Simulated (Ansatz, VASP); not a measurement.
**Si2B3: VASP beside Ansatz**

```
CELL_PARAMETERS angstrom
1.86127 -8.53988 0.00000
1.86127 8.53988 0.00000
0.00000 0.00000 3.01409
ATOMIC_POSITIONS crystal
Si 0.30260 0.69740 0.25000
Si 0.69740 0.30260 0.75000
Si 0.55901 0.44099 0.25000
Si 0.44099 0.55901 0.75000
B 0.97241 0.02759 0.25000
B 0.02759 0.97241 0.75000
B 0.18295 0.81705 0.25000
B 0.81705 0.18295 0.75000
B 0.86888 0.13112 0.25000
B 0.13112 0.86888 0.75000
```

Change from the starting cell: species swapped into the Cr2B3 type (Cmcm, No. 63).

Alike in both runs: functional PBE; k mesh 5 × 5 × 5; occupations gaussian, width 0.2 eV; no spin polarisation.

Ansatz relaxed the structure, and its values are those at the end. VASP's run is a single point on that final structure, the one shown.

```csv
,VASP,Ansatz
version,VASP 6.6.1,Ansatz 0.2.0
potentials or method,"VASP PAW PBE potentials, release 64 (Si, B), cutoff 500 eV","scalar-relativistic, plane waves, PAW"
valence electrons in the cell,34,34
```

```tsv
	VASP	Ansatz	Ansatz less VASP
gap on the k mesh at the Fermi level (eV)	none	none	-
pressure (GPa)	0.2	0.2	+0.01
rms of the force components (eV/Å)	0.010	0.009	-0.0012
```

A gap of «none» marks a metal or a gap that the smearing closes. With one functional, cell and mesh, what is left measures potentials, basis and numerics.

The k mesh is coarse, so the values compare programs but aren't converged.
